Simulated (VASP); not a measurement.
**SnSe: relaxation of cell and atoms with PBEsol**

Crystal: SnSe.

```xyz
2
Lattice="0.0000 2.7009 2.7009 2.7009 0.0000 2.7009 2.7009 2.7009 0.0000" Properties=species:S:1:pos:R:3 pbc="T T T"
Sn    0.0000    0.0000    0.0000
Se    2.7009    2.7009    2.7009
```

```json
{
 "Program": "VASP 6.6.1",
 "Task": "relaxation of cell and atoms",
 "Functional": "PBEsol",
 "Potentials or basis": "VASP PAW PBE potentials, release 64 (Sn_d, Se)",
 "Cutoff": "600 eV",
 "k mesh": "12 × 12 × 12",
 "Occupations": "gaussian, width 0.01 eV",
 "Spin": "no spin polarisation",
 "Target pressure": "30 GPa",
 "Dipole correction": "no",
 "Further INCAR settings": "ALGO = Normal; EDIFF = 1e-07; IBRION = 2; EDIFFG = -0.001; NSW = 80; ISIF = 3"
}
```

| Property | Result |
| --- | --- |
| Energy change on relaxing (the run minimises the enthalpy) | -0.3 meV/atom |
| Ionic steps | 3 |
| Pressure after relaxing | 30.0 GPa |
| Band gap on the k mesh | zero (bands 10 and 11 overlap by 0.01 eV) |

Step by step:
```csv
step,energy change (eV),largest force (eV/Å),pressure (GPa),volume (Å³)
1,0.0000,0.0000,30.01,39.41
2,-0.0012,0.0000,29.99,39.41
3,-0.0006,0.0000,30.01,39.41
```

Final structure:
```cif
data_structure
_symmetry_space_group_name_H-M 'P 1'
_symmetry_Int_Tables_number 1
_cell_length_a 3.8198
_cell_length_b 3.8198
_cell_length_c 3.8198
_cell_angle_alpha 60.000
_cell_angle_beta 60.000
_cell_angle_gamma 60.000
_cell_volume 39.41
loop_
_atom_site_label
_atom_site_type_symbol
_atom_site_fract_x
_atom_site_fract_y
_atom_site_fract_z
_atom_site_occupancy
Sn1 Sn 0.00000 0.00000 0.00000 1
Se1 Se 0.50000 0.50000 0.50000 1
```

Levels at points of the mesh, in eV from the Fermi level:
| k point | band 6 | band 7 | band 8 | band 9 | band 10 | band 11 | band 12 | band 13 | band 14 |
| --- | --- | --- | --- | --- | --- | --- | --- | --- | --- |
| (0.00, 0.00, 0.00) | -17.12 | -4.20 | -3.73 | -3.73 | -3.73 | 4.84 | 4.84 | 4.84 | 5.06 |
| (0.50, 0.00, 0.00) | -15.29 | -10.73 | -3.34 | -3.34 | -0.89 | 0.34 | 0.34 | 1.59 | 8.67 |
| (0.50, 0.50, 0.00) | -14.48 | -8.62 | -6.72 | -5.92 | -5.92 | 1.15 | 6.87 | 6.87 | 7.72 |

It took 2.1 min on 1 thread of Intel Xeon 8259CL (shared host), peak memory 0.22 GiB.

Caveat: the cell is relaxed towards a set pressure, so the run minimises the enthalpy, not the energy; semilocal functionals underestimate gaps, so a narrow gap can read as zero; the PAW data sets were made with another functional, which shifts forces and pressure a little; spin-orbit coupling is left out, which moves the levels of the heavy elements.
